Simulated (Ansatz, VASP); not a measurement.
**One calculation of MgO, two programs**

File INCAR:

```
SYSTEM = MgO
PREC = Accurate ; ENCUT = 520
EDIFF = 1E-7 ; ISMEAR = 0
SIGMA = 0.05 ; LREAL = .False.
LASPH = .True. ; NELM = 100
ALGO = Normal ; ISIF = 2
LWAVE = .False. ; LCHARG = .True.
LELF = .True. ; LVHAR = .True.
NBANDS = 26
```

The input KPOINTS:

```
Automatic mesh
0
Gamma
  6 6 6
  0 0 0
```

File POSCAR:

```
MgO
1.0
    4.1607146133      0.0000000000      0.0000000000
    0.0000000000     -4.1607146133      0.0000000000
    0.0000000000      0.0000000000     -4.1607146133
Mg O
4 4
Direct
   -0.0883731667      1.0883731667      1.0499914124
    0.5000000000      0.5000000000      1.0000000000
    0.5000000000      1.0000000000      0.5000000000
    0.0000000000      0.5000000000      0.5000000000
    0.5000000000      0.0000000000      0.0000000000
    0.0000000000      0.5000000000      0.0000000000
    0.0000000000      0.0000000000      0.5000000000
    0.5000000000      0.5000000000      0.5000000000
```

Input for Ansatz:

```yaml
crystal:
  lattice:
    - [4.1607146133, 0.0, 0.0]
    - [0.0, -4.1607146133, 0.0]
    - [0.0, 0.0, -4.1607146133]
  atoms:
    - { symbol: Mg, position: [-0.0883731667, 1.0883731667, 1.0499914124] }
    - { symbol: Mg, position: [0.5, 0.5, 1.0] }
    - { symbol: Mg, position: [0.5, 1.0, 0.5] }
    - { symbol: Mg, position: [0.0, 0.5, 0.5] }
    - { symbol: O, position: [0.5, 0.0, 0.0] }
    - { symbol: O, position: [0.0, 0.5, 0.0] }
    - { symbol: O, position: [0.0, 0.0, 0.5] }
    - { symbol: O, position: [0.5, 0.5, 0.5] }
basis:
  ecutwfc: 420
kpoints:
  mp_grid: { grid: [6, 6, 6] }
hamiltonian:
  xc: lda
  pseudopotentials: { kind: paw, azcp: { folder: soft_1 } }
scf:
  occupations: { method: gaussian, width: 0.05 }
output:
  forces: true
  stress: true
  eigenvalues: true
```

Alike in both runs: task single point; functional LDA; k mesh 6 × 6 × 6; occupations gaussian, width 0.05 eV; no spin polarisation.

|  | VASP | Ansatz |
| --- | --- | --- |
| version | VASP 6.6.1 | Ansatz 0.2.0 |
| potentials or method | VASP PAW LDA potentials, release 64 (Mg, O), cutoff 520 eV | scalar-relativistic, plane waves, PAW |
| valence electrons in the cell | 32 | 64 |

Ansatz gave:

* gap on the k mesh at the Fermi level (eV): 4.91
* least direct gap on the mesh (eV): 4.91
* pressure (GPa): 9.6
* traceless stress, the component that is largest in VASP (GPa): -5.68
* rms of the force components (eV/Å): 1.601

Problem. Estimate VASP's values.

Solution. gap on the k mesh at the Fermi level (eV): 4.91; least direct gap on the mesh (eV): 4.91; pressure (GPa): 8.3; traceless stress, the component that is largest in VASP (GPa): -5.98; rms of the force components (eV/Å): 1.661.

Ansatz warns that its potentials were made for another functional, while VASP's fit it. LDA's correlation is that of Perdew and Zunger in VASP and of Perdew and Wang (1992) in Ansatz. Atom by atom the forces differ by 0.063 eV/Å (rms over components). VASP's potentials hold 32 valence electrons a cell and Ansatz's 64, so a difference there can come from the potentials and not from the codes.
